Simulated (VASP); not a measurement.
SnO: electric field gradients with LDA

The system is SnO.

```
CELL_PARAMETERS angstrom
3.72439 0.00000 0.00000
0.00000 3.72439 0.00000
0.00000 0.00000 4.73728
ATOMIC_POSITIONS crystal
Sn 0.00000 0.50000 0.23850
Sn 0.50000 0.00000 0.76150
O 0.00000 0.00000 0.00000
O 0.50000 0.50000 0.00000
```

This cell differs from its parent crystal: volume scaled by 0.94.

```yaml
Program: VASP 6.6.1
Task: electric field gradients
Functional: LDA
Potentials_or_basis: VASP PAW LDA potentials, release 64 (Sn_d, O)
Cutoff: 520 eV
k_mesh: 6 × 6 × 5
Occupations: fermi-dirac, width 0.02 eV
Spin: no spin polarisation
Dipole_correction: no
Further_INCAR_settings: ALGO = Normal; EDIFF = 1e-08; NBANDS = 28
```

```yaml
Pressure: 3.9 GPa
Largest_force: 0.824 eV/Å
Band_gap_on_the_k_mesh: zero (band 20 reaches 7.82 eV, above the bottom of band 21 at 7.70 eV)
```

Forces on the atoms (eV/Å):
```
Sn   0.000  0.000  0.824
Sn   0.000  0.000 -0.824
O    0.000  0.000  0.000
O    0.000  0.000  0.000
```

Stress tensor (GPa, compression positive):
```
4.35 0.00 0.00
0.00 4.35 0.00
0.00 0.00 3.12
```

Levels at points of the mesh, in eV from the Fermi level:
| k point | band 16 | band 17 | band 18 | band 19 | band 20 | band 21 | band 22 | band 23 | band 24 | band 25 |
| --- | --- | --- | --- | --- | --- | --- | --- | --- | --- | --- |
| (0.00, 0.00, 0.00) | -6.92 | -3.88 | -3.57 | -3.57 | 0.04 | 2.24 | 4.22 | 4.75 | 4.75 | 5.71 |
| (0.50, 0.00, 0.00) | -5.56 | -5.38 | -5.38 | -2.98 | -2.98 | 3.27 | 3.27 | 6.05 | 6.05 | 6.07 |
| (0.50, 0.50, 0.00) | -5.72 | -2.86 | -2.86 | -1.96 | -1.96 | -0.08 | -0.08 | 4.34 | 4.34 | 7.45 |

Electric field gradients, principal values (V/Å²):
| atom | least | middle | greatest (by size) |
| --- | --- | --- | --- |
| 1 Sn | 86.070 | 86.070 | -172.140 |
| 2 Sn | 86.070 | 86.070 | -172.140 |
| 3 O | -1.594 | -1.594 | 3.189 |
| 4 O | -1.594 | -1.594 | 3.189 |

It took 24 s on 1 thread of Intel(R) Xeon(R) 6975P-C (Granite Rapids), with other jobs on the host, peak memory 0.17 GiB.

Caveat: without QUAD_EFG the Cq values of the log hold for a quadrupole moment of 1 mb, not for the nuclei; spin-orbit coupling is left out, which moves the levels of the heavy elements.
